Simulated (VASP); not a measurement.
Here is a VASP 6.6.1 calculation.

INCAR

```
SYSTEM = C
PREC = Accurate
ENCUT = 1300
EDIFF = 1E-7
ISMEAR = 0
SIGMA = 0.1
LREAL = .FALSE.
LASPH = .TRUE.
NELM = 120
ALGO = Normal
ISIF = 3
LWAVE = .FALSE.
LCHARG = .FALSE.
IBRION = 2
NSW = 80
EDIFFG = -0.03
PSTRESS = 100.0
GGA_COMPAT = .FALSE.
NELMIN = 4
```

The input KPOINTS:

```
Automatic mesh
0
G
  23 23 13
  0 0 0
```

Contents of POSCAR:

```
C
1.0
    2.1200000000      0.0000000000      0.0000000000
   -1.0600000000      1.8359738560      0.0000000000
    0.0000000000      0.0000000000      3.4619600000
C
2
Direct
    0.3333333333      0.6666666667      0.2500000000
    0.6666666667      0.3333333333      0.7500000000
```

Potentials or basis: VASP PAW LDA potentials, release 64 (C_h).

Run with:

```bash
$ cat potpaw_LDA.64/C_h/POTCAR > POTCAR
$ mpirun -np 1 vasp_std > vasp.out
```

Q: Estimate the relaxed volume.

A: 6.46 Å³/atom.

Q: What does it give for the relaxed cell?

A: a = 1.675 Å, b = 1.675 Å, c = 5.313 Å, α = 90.00°, β = 90.00°, γ = 120.00°.

Q: Estimate the band gap on the k mesh.

A: Zero (bands 4 and 5 overlap by 2.83 eV).

Final structure:
```
C
1.0
     1.67541    0.00000    0.00000
    -0.83771    1.45095    0.00000
     0.00000    0.00000    5.31346
C
2
Direct
  0.33333 0.66667 0.25000
  0.66667 0.33333 0.75000
```

Caveat: the cell is relaxed towards a set pressure, so the run minimises the enthalpy, not the energy; a cell axis changed by over 15 % at a fixed basis, so the end point is rough.
